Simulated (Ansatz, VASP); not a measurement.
**One calculation of Au, two programs**

```xyz
1
Lattice="0.0000 2.0500 2.0500 2.0500 0.0000 2.0500 2.0500 2.0500 0.0000" Properties=species:S:1:pos:R:3 pbc="T T T"
Au    0.0000    0.0000    0.0000
```

Alike in both runs: task relaxation of cell and atoms; functional PBEsol; k mesh 24 × 24 × 24; occupations gaussian, width 0.1 eV; no spin polarisation.

|  | VASP | Ansatz |
| --- | --- | --- |
| version | VASP 6.6.1 | Ansatz 0.2.0 |
| potentials or method | VASP PAW PBE potentials, release 64 (Au) | scalar-relativistic, plane waves, PAW |
| plane-wave cutoff (eV) | 600 | 420 |
| valence electrons in the cell | 11 | 19 |

```tsv
	VASP	Ansatz	Ansatz less VASP
gap on the k mesh at the Fermi level, each at its own relaxed structure (eV)	none	none	-
relaxed volume (Å³/atom)	17.00	17.01	+0.017
relaxed cell length with the largest relative difference (Å)	2.886	2.887	+0.0010
```

VASP's potentials were made for PBE, not for PBEsol. A gap of «none» marks a metal or a gap that the smearing closes. VASP's potentials hold 11 valence electrons a cell and Ansatz's 19, so a difference there can come from the potentials and not from the codes.

Neither program's run includes spin-orbit coupling.
